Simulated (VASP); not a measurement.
Write the native input for VASP 6.6.1 that does the following.

```
Task                   : single point
Functional             : PBE
Potentials or basis    : VASP PAW PBE potentials, release 64 (P)
Cutoff                 : 520 eV
k mesh                 : 4 × 4 × 4
Occupations            : gaussian, width 0.1 eV
Spin                   : no spin polarisation
Dipole correction      : no
Further INCAR settings : ALGO = Normal; EDIFF = 1e-07; NBANDS = 30
```

The structure of P lies in POSCAR:

```
P
1.0
   -3.9390490000      3.9390490000      3.2191620000
    3.9390490000     -3.9390490000      3.2191620000
    3.9390490000      3.9390490000     -3.2191620000
P
8
Direct
    0.2767905000      0.4071735000      0.7505030000
    0.6566705000      0.5262875000      0.2494970000
    0.2762875000      0.9066705000      0.7494970000
    0.1571735000      0.5267905000      0.2505030000
    0.0933295000      0.8428265000      0.3696170000
    0.4732095000      0.7237125000      0.6303830000
    0.5928265000      0.3433295000      0.8696170000
    0.4737125000      0.7232095000      0.1303830000
```

One way to write it, as run:

INCAR

```
SYSTEM = P
PREC     = Accurate       ! precision mode
ENCUT    = 520            ! plane-wave cutoff, eV
EDIFF    = 1E-7           ! SCF threshold, eV
ISMEAR   = 0              ! smearing method
SIGMA    = 0.1            ! smearing width, eV
LREAL    = .False.        ! projectors in reciprocal space
LASPH    = .True.         ! aspherical terms in the spheres
NELM     = 60             ! most SCF steps
ALGO     = Normal         ! electronic algorithm
ISIF     = 2              ! what is computed and relaxed
LWAVE    = .False.        ! write WAVECAR
LCHARG   = .False.        ! write CHGCAR
GGA      = PE             ! functional
NBANDS   = 30             ! bands
```

KPOINTS

```
Automatic mesh
0
Gamma
  4 4 4
  0 0 0
```

Potentials or basis: VASP PAW PBE potentials, release 64 (P).

The run is started by

```console
$ cat potpaw_PBE.64/P/POTCAR > POTCAR
$ mpirun -np 1 vasp_std > vasp.out
```

Results of the run:

- Pressure: -0.2 GPa
- Largest force: 0.063 eV/Å
- Band gap on the k mesh: 1.63 eV, indirect (least direct gap 1.71 eV)

It took 42 s on 1 thread of Intel(R) Xeon(R) 6975P-C (Granite Rapids) (shared host), peak memory 0.31 GiB.
